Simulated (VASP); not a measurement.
# HfO2 (Fm-3m) in VASP: a series of runs

The runs below take HfO2 through single point, with PBE.

Everything below comes from runs of VASP 6.6.1. Logs are shortened: lines on timing, memory, paths and dates and some standing lists are left out, and cuts for length are marked.

### Step 1. The cell of the first run

The structure is cubic, space group Fm-3m (No. 225). Conventional cell: a = 4.994 Å, b = 4.994 Å, c = 4.994 Å, α = 90.00°, β = 90.00°, γ = 90.00°. Within 2.9 Å of Hf (site symmetry m-3m) lie 8 O at 2.16 Å. O (site symmetry -43m) has 4 Hf at 2.16 Å and 6 O at 2.50 Å within 2.9 Å.

### Step 2. Single point, PBE (volume scaled by 0.94)

Contents of INCAR:

```
SYSTEM = HfO2
PREC = Accurate
ENCUT = 520
EDIFF = 1E-6
ISMEAR = 0
SIGMA = 0.02
LREAL = .FALSE.
LASPH = .TRUE.
NELM = 80
ALGO = Normal
ISIF = 2
LWAVE = .FALSE.
LCHARG = .FALSE.
GGA = PE
NBANDS = 18
```

Contents of KPOINTS:

```
Automatic mesh
0
G
  8 8 8
  0 0 0
```

Contents of POSCAR:

```
HfO2
1.0
    0.0000000000      2.4967747169      2.4967747169
    2.4967747169      0.0000000000      2.4967747169
    2.4967747169      2.4967747169      0.0000000000
Hf O
1 2
Direct
    0.0000000000      0.0000000000      0.0000000000
    0.2500000000      0.2500000000      0.2500000000
    0.7500000000      0.7500000000      0.7500000000
```

Potentials or basis: VASP PAW PBE potentials, release 64 (Hf_pv, O).

On the command line:

```bash
$ cat potpaw_PBE.64/Hf_pv/POTCAR potpaw_PBE.64/O/POTCAR > POTCAR
$ mpirun -np 1 vasp_std > vasp.out
```

OUTCAR:

```text
SYSTEM = HfO2
   PREC = Accurate
   ENCUT = 520
   EDIFF = 1E-6
   ISMEAR = 0
   LREAL = .FALSE.
   LASPH = .TRUE.
   NELM = 80
   ISIF = 2
   GGA = PE

 ion  position               nearest neighbor table
   1  0.000  0.000  0.000-   3 2.16   3 2.16   3 2.16   2 2.16   3 2.16   2 2.16   2 2.16   2 2.16

   2  0.250  0.250  0.250-   1 2.16   1 2.16   1 2.16   1 2.16
   3  0.750  0.750  0.750-   1 2.16   1 2.16   1 2.16   1 2.16

  LATTYP: Found a face centered cubic cell.
 ALAT       =     4.9935494338

  Lattice vectors:

 A1 = (   0.0000000000,   2.4967747169,   2.4967747169)
 A2 = (   2.4967747169,   0.0000000000,   2.4967747169)
 A3 = (   2.4967747169,   2.4967747169,   0.0000000000)

Analysis of symmetry for initial positions (statically):
=====================================================================
 Subroutine PRICEL returns:
 Original cell was already a primitive cell.

 Routine SETGRP: Setting up the symmetry group for a
 face centered cubic supercell.

 Subroutine GETGRP returns: Found 48 space group operations
 (whereof 48 operations were pure point group operations)
 out of a pool of 48 trial point group operations.

The static configuration has the point symmetry O_h .

Analysis of symmetry for dynamics (positions and initial velocities):
=====================================================================
 Subroutine PRICEL returns:
 Original cell was already a primitive cell.

 Routine SETGRP: Setting up the symmetry group for a
 face centered cubic supercell.

 Subroutine GETGRP returns: Found 48 space group operations
 (whereof 48 operations were pure point group operations)
 out of a pool of 48 trial point group operations.

The dynamic configuration has the point symmetry O_h .

 Subroutine INISYM returns: Found 48 space group operations
 (whereof 48 operations are pure point group operations),
 and found     1 'primitive' translations

----------------------------------------------------------------------------------------

                                     Primitive cell

  volume of cell :      31.1292

  direct lattice vectors                    reciprocal lattice vectors
     0.000000000  2.496774717  2.496774717    -0.200258356  0.200258356  0.200258356
[... 71 lines left out ...]
   number of dos      NEDOS =    301   number of ions     NIONS =      3
   total plane-waves  NPLWV =  21952
   dimension x,y,z NGX =    28 NGY =   28 NGZ =   28
   dimension x,y,z NGXF=    56 NGYF=   56 NGZF=   56
   ions per type =               1   2
   NGX,Y,Z   is equivalent  to a cutoff of  13.18, 13.18, 13.18 a.u.
   NGXF,Y,Z  is equivalent  to a cutoff of  26.37, 26.37, 26.37 a.u.
 SYSTEM =  HfO2
   PREC   = accura    normal or accurate (medium, high low for compatibility)
   ISTART =      0    job   : 0-new  1-cont  2-samecut
   ICHARG =      2    charge: 1-file 2-atom 10-const
   ISPIN  =      1    spin polarized calculation?
   LNONCOLLINEAR =      F non collinear calculations
   LSORBIT =      F    spin-orbit coupling
   LASPH  =      T    aspherical Exc in radial PAW
   ENCUT  =  520.0 eV  38.22 Ry    6.18 a.u.   6.57  6.57  6.57*2*pi/ulx,y,z
   NELM   =     80;   NELMIN=  2; NELMDL= -5     # of ELM steps
   EDIFF  = 0.1E-05   stopping-criterion for ELM
   LREAL  =      F    real-space projection
[... 7 lines left out ...]
   TEBEG  =    0.0;   TEEND  =   0.0 temperature during run
   PSTRESS=    0.0 pullay stress
   NELECT =      22.0000    total number of electrons
   NUPDOWN=      -1.0000    fix difference up-down
   EMIN   =  10.00;   EMAX   =-10.00  energy-range for DOS
   EFERMI =   0.00;   METHOD = LEGACY
   ISMEAR =     0;   SIGMA  =   0.02  broadening in eV -4-tet -1-fermi 0-gaus
   EFERMI_NEDOS =   21; number of points for ismear=-14 and -15
   IALGO  =     38    algorithm
   IMIX   =      4    mixing-type and parameters
     AMIX     =   0.40;   BMIX     =  1.00
     AMIX_MAG =   1.60;   BMIX_MAG =  1.00
  volume/ion in A,a.u.               =      10.38        70.02
  Fermi-wavevector in a.u.,A,eV,Ry     =   1.458231  2.755657 28.931946  2.126438
  Thomas-Fermi vector in A             =   2.574940
   LORBIT       =      0    0 simple, 1 ext, 2 COOP (PROOUT), +10 PAW based schemes
   GGA     = PE    functional components
   LHFCALC =     F    Hartree Fock is set to
   AEXX    =    0.0000 exact exchange contribution
   IVDW    =     0    specifies the selected vdW correction
   LEPSILON=     F    determine dielectric tensor
   LRPA    =     F    only Hartree local field effects (RPA)
 non-spin polarized calculation
 Gauss-broadening in eV      SIGMA  =   0.02
  energy-cutoff  :      520.00
  volume of cell :       31.13
 maximum number of plane-waves:       869
 NGX is ok and might be reduce to    28
   NGX = 13   NGY = 13   NGZ = 13

 number of electron      22.0000002 magnetization

 Free energy of the ion-electron system (eV)
  ---------------------------------------------------
  ext. energy  EPLUGINS =         0.00000000
  ---------------------------------------------------
  free energy    TOTEN  =       -30.18720574 eV

  energy without entropy =      -30.18720574  energy(sigma->0) =      -30.18720574

 E-fermi :   4.7870     XC(G=0): -12.0846

 val. band max:        4.6767542255   @ k =   0.5000   0.5000   0.0000
 cond. band min:       8.6013419477   @ k =   0.5000   0.5000   0.0000
 fundamental gap:      3.9245877222
 Fermi energy:         4.7870114154

 k-point     1 :       0.0000    0.0000    0.0000
  band No.  band energies     occupation
      1     -24.8017      2.00000
      2     -24.8017      2.00000
      3     -24.8017      2.00000
      4     -14.3454      2.00000
      5     -11.0796      2.00000
      6      -0.9525      2.00000
[... 481 lines left out ...]
      5     -11.9820      2.00000
      6      -0.3772      2.00000
[... 10 lines left out ...]
     17      15.9646      0.00000
     18      18.2996      0.00000

 [... further k-points ...]
[... 5 lines left out ...]
  --------------------------------------------------------------------------------------
  -------------------------------------------------------------------------------------
  Total        2.5481761      2.5481761      2.5481761      0.0000000      0.0000000     -0.0000000
  in kB      131.1511043    131.1511043    131.1511043      0.0000000      0.0000000     -0.0000000
  external PRESSURE =     131.1511043 kB  Pullay stress =       0.0000000 kB

 VOLUME and BASIS-vectors are now :
 -----------------------------------------------------------------------------
  energy-cutoff  :      520.00
  volume of cell :       31.13
      direct lattice vectors                 reciprocal lattice vectors
     0.000000000  2.496774717  2.496774717    -0.200258356  0.200258356  0.200258356
     2.496774717  0.000000000  2.496774717     0.200258356 -0.200258356  0.200258356
     2.496774717  2.496774717  0.000000000     0.200258356  0.200258356 -0.200258356

 POSITION                                       TOTAL-FORCE (eV/Angst)
 -----------------------------------------------------------------------------------
      0.00000      0.00000      0.00000         0.000000      0.000000      0.000000
      1.24839      1.24839      1.24839         0.000000      0.000000      0.000000
      3.74516      3.74516      3.74516        -0.000000     -0.000000     -0.000000
 -----------------------------------------------------------------------------------
    total drift:                                0.000000      0.000000      0.000000

  FREE ENERGIE OF THE ION-ELECTRON SYSTEM (eV)
  ---------------------------------------------------
  free  energy   TOTEN  =       -30.1872057433 eV

  energy  without entropy=      -30.1872057433  energy(sigma->0) =      -30.18720574
```

OSZICAR:

```text
N       E                     dE             d eps       ncg     rms          rms(c)
DAV:   1     0.880729060105E+02    0.88073E+02   -0.12565E+04  1044   0.121E+03
DAV:   2    -0.320207471030E+02   -0.12009E+03   -0.11589E+03  1290   0.290E+02
DAV:   3    -0.358680570111E+02   -0.38473E+01   -0.38316E+01  1244   0.456E+01
DAV:   4    -0.358894665550E+02   -0.21410E-01   -0.21402E-01  1258   0.369E+00
DAV:   5    -0.358896003303E+02   -0.13378E-03   -0.13377E-03  1188   0.277E-01    0.529E+01
DAV:   6    -0.302897739587E+02    0.55998E+01   -0.19411E+01  1068   0.327E+01    0.446E+01
DAV:   7    -0.302158907819E+02    0.73883E-01   -0.63924E-01  1204   0.663E+00    0.301E+01
DAV:   8    -0.302035017484E+02    0.12389E-01   -0.21405E-01  1150   0.434E+00    0.892E+00
DAV:   9    -0.301871019084E+02    0.16400E-01   -0.55924E-02  1128   0.193E+00    0.253E+00
DAV:  10    -0.301871476903E+02   -0.45782E-04   -0.31405E-03  1162   0.433E-01    0.202E-01
DAV:  11    -0.301871967639E+02   -0.49074E-04   -0.15473E-04  1208   0.111E-01    0.201E-01
DAV:  12    -0.301872048281E+02   -0.80642E-05   -0.32631E-05  1160   0.390E-02    0.232E-02
DAV:  13    -0.301872057433E+02   -0.91522E-06   -0.15407E-06  1158   0.976E-03
   1 F= -.30187206E+02 E0= -.30187206E+02  d E =-.418209E-17
```

stdout:

```text
POSCAR found type information on POSCAR HfO
 POSCAR found :  2 types and       3 ions
 scaLAPACK will be used
 LDA part: xc-table for (Slater+PW92), standard interpolation
 POSCAR, INCAR and KPOINTS ok, starting setup
 FFT: planning ... GRIDC
 FFT: planning ... GRID_SOFT
 FFT: planning ... GRID
 WAVECAR not read
 entering main loop
```

Run time: 17 s. Hardware: 1 thread of Intel Xeon 6975P-C, shared host; peak memory 0.16 GiB.

Results:

| Item | Value |
| --- | --- |
| Free energy | -30.1872 eV |
| Pressure | 13.1 GPa |
| Band gap on the k mesh | 3.92 eV, direct |

Levels at points of the mesh, in eV from the valence-band top:
```csv
k point,band 9,band 10,band 11,band 12,band 13,band 14
"(0.00, 0.00, 0.00)",-0.63,-0.63,-0.63,3.99,3.99,6.20
"(0.50, 0.00, 0.00)",-2.83,-1.88,-1.88,4.78,4.78,7.43
"(0.50, 0.50, 0.00)",-1.61,-1.61,0.00,3.92,5.75,7.06
```

Caveat: the cell differs from its parent crystal (volume scaled by 0.94); spin-orbit coupling is left out, which moves the levels of the heavy elements.

### Step 3. Single point, PBE (volume scaled by 0.97)

Contents of INCAR:

```
SYSTEM = HfO2
PREC     = Accurate       ! precision mode
ENCUT    = 520            ! plane-wave cutoff, eV
EDIFF    = 1E-7           ! SCF threshold, eV
ISMEAR   = 0              ! smearing method
SIGMA    = 0.02           ! smearing width, eV
LREAL    = .FALSE.        ! projectors in reciprocal space
LASPH    = .TRUE.         ! aspherical terms in the spheres
NELM     = 80             ! most SCF steps
ALGO     = Normal         ! electronic algorithm
ISIF     = 2              ! what is computed and relaxed
LWAVE    = .FALSE.        ! write WAVECAR
LCHARG   = .TRUE.         ! write CHGCAR
GGA      = PE             ! functional
LELF     = .TRUE.         ! ELF
LVHAR    = .TRUE.       
NBANDS   = 18             ! bands
```

Contents of KPOINTS:

```
regular mesh
0
G
  8 8 8
  0 0 0
```

Contents of POSCAR:

```
HfO2
1.0
    0.0000000000      2.5230584876      2.5230584876
    2.5230584876      0.0000000000      2.5230584876
    2.5230584876      2.5230584876      0.0000000000
Hf O
1 2
Direct
    0.0000000000      0.0000000000      0.0000000000
    0.2500000000      0.2500000000      0.2500000000
    0.7500000000      0.7500000000      0.7500000000
```

Potentials or basis: VASP PAW PBE potentials, release 64 (Hf_pv, O).

On the command line:

```bash
$ cat potpaw_PBE.64/Hf_pv/POTCAR potpaw_PBE.64/O/POTCAR > POTCAR
$ mpirun -np 1 vasp_std > vasp.out
```

It used 17 s of CPU time on 1 thread of Intel Xeon 6975P-C (shared host).

It converged, with:

```yaml
Free_energy: -30.2411 eV
Pressure: 4.1 GPa
Band_gap_on_the_k_mesh: 3.84 eV, direct
```

Levels at points of the mesh, in eV from the valence-band top:
```tsv
k point	band 8	band 9	band 10	band 11	band 12	band 13	band 14	band 15
(0.00, 0.00, 0.00)	-5.43	-0.61	-0.61	-0.61	3.92	3.92	5.95	10.60
(0.50, 0.00, 0.00)	-3.07	-2.76	-1.85	-1.85	4.66	4.66	7.12	9.11
(0.50, 0.50, 0.00)	-3.49	-1.55	-1.55	0.00	3.84	5.58	6.77	8.29
```

Caveat: the cell differs from its parent crystal (volume scaled by 0.97); spin-orbit coupling is left out, which moves the levels of the heavy elements. A k mesh can miss the band edges.

### Step 4. Single point, PBE

This run uses another cell than the first one, of 11.04 Å³/atom, 1.064 times its volume.

Contents of INCAR:

```
ALGO = Normal ; EDIFF = 1E-6
ENCUT = 520 ; GGA = PE
ISIF = 2 ; ISMEAR = 0
LASPH = True ; LCHARG = False
LREAL = False ; LWAVE = False
NBANDS = 18 ; NELM = 60
PREC = Accurate ; SIGMA = 0.02
```

Contents of KPOINTS:

```
k-points
0
Gamma
  8 8 8
```

Contents of POSCAR:

```
HfO2
1.0
    0.0000000000      2.5488057606      2.5488057606
    2.5488057606      0.0000000000      2.5488057606
    2.5488057606      2.5488057606      0.0000000000
Hf O
1 2
Direct
    0.0000000000      0.0000000000      0.0000000000
    0.2500000000      0.2500000000      0.2500000000
    0.7500000000      0.7500000000      0.7500000000
```

On the command line:

```bash
$ cat potpaw_PBE.64/Hf_pv/POTCAR potpaw_PBE.64/O/POTCAR > POTCAR
$ mpirun -np 1 vasp_std > vasp.out
```

It took 23 s on 1 thread of Intel Xeon 6975P-C, shared host; peak memory 0.16 GiB.

The run converged. Its results:

| Item | Value |
| --- | --- |
| Free energy | -30.2434 eV |
| Pressure | -3.6 GPa |
| Band gap on the k mesh | 3.76 eV, direct |

Levels at points of the mesh, in eV from the valence-band top:
| k point | band 9 | band 10 | band 11 | band 12 | band 13 | band 14 |
| --- | --- | --- | --- | --- | --- | --- |
| (0.00, 0.00, 0.00) | -0.60 | -0.60 | -0.60 | 3.84 | 3.84 | 5.71 |
| (0.50, 0.00, 0.00) | -2.69 | -1.81 | -1.81 | 4.55 | 4.55 | 6.83 |
| (0.50, 0.50, 0.00) | -1.50 | -1.50 | 0.00 | 3.76 | 5.42 | 6.49 |

Caveat: spin-orbit coupling is left out, which moves the levels of the heavy elements.

### Step 5. Single point, PBE (volume scaled by 1.03)

Contents of INCAR:

```
SYSTEM = HfO2
PREC = Accurate ; ENCUT = 520
EDIFF = 1E-6 ; ISMEAR = 0
SIGMA = 0.02 ; LREAL = .FALSE.
LASPH = .TRUE. ; NELM = 100
ALGO = Normal ; ISIF = 2
LWAVE = .FALSE. ; LCHARG = .FALSE.
GGA = PE ; NBANDS = 18
```

Contents of KPOINTS:

```
Automatic mesh
0
G
  8 8 8
  0 0 0
```

Contents of POSCAR:

```
HfO2
1.0
    0.0000000000      2.5740431025      2.5740431025
    2.5740431025      0.0000000000      2.5740431025
    2.5740431025      2.5740431025      0.0000000000
Hf O
1 2
Direct
    0.0000000000      0.0000000000      0.0000000000
    0.2500000000      0.2500000000      0.2500000000
    0.7500000000      0.7500000000      0.7500000000
```

On the command line:

```bash
$ cat potpaw_PBE.64/Hf_pv/POTCAR potpaw_PBE.64/O/POTCAR > POTCAR
$ mpirun -np 1 vasp_std > vasp.out
```

It took 21 s on 1 thread of Intel Xeon 6975P-C, shared host; peak memory 0.16 GiB.

It converged, with:

```yaml
Free_energy: -30.2013 eV
Pressure: -10.2 GPa
Band_gap_on_the_k_mesh: 3.68 eV, direct
```

Levels at points of the mesh, in eV from the valence-band top:
| k point | band 8 | band 9 | band 10 | band 11 | band 12 | band 13 | band 14 | band 15 |
| --- | --- | --- | --- | --- | --- | --- | --- | --- |
| (0.00, 0.00, 0.00) | -5.07 | -0.59 | -0.59 | -0.59 | 3.77 | 3.77 | 5.47 | 9.85 |
| (0.50, 0.00, 0.00) | -2.98 | -2.63 | -1.78 | -1.78 | 4.44 | 4.44 | 6.56 | 8.89 |
| (0.50, 0.50, 0.00) | -3.35 | -1.45 | -1.45 | 0.00 | 3.68 | 5.26 | 6.22 | 7.76 |

Caveat: the cell differs from its parent crystal (volume scaled by 1.03); spin-orbit coupling is left out, which moves the levels of the heavy elements.

### Step 6. Overview

| cell | gap on the mesh (eV) | pressure (GPa) |
| --- | --- | --- |
| a = 3.531 Å, angles 60.0°, 3 atoms | 3.92 | 13.1 |
| a = 3.568 Å, angles 60.0°, 3 atoms | 3.84 | 4.1 |
| a = 3.605 Å, angles 60.0°, 3 atoms | 3.76 | -3.6 |
| a = 3.640 Å, angles 60.0°, 3 atoms | 3.68 | -10.2 |

Alike in all rows: task single point; level PBE; potentials or basis VASP PAW PBE potentials, release 64 (Hf_pv, O); no spin polarisation; k mesh 8 × 8 × 8; cutoff (eV) 520; smearing gaussian 0.02 eV.

Caveats: spin-orbit coupling is left out, which moves the levels of the heavy elements.

Total energies depend on the potentials used, so only differences within one code and one set of settings carry meaning.
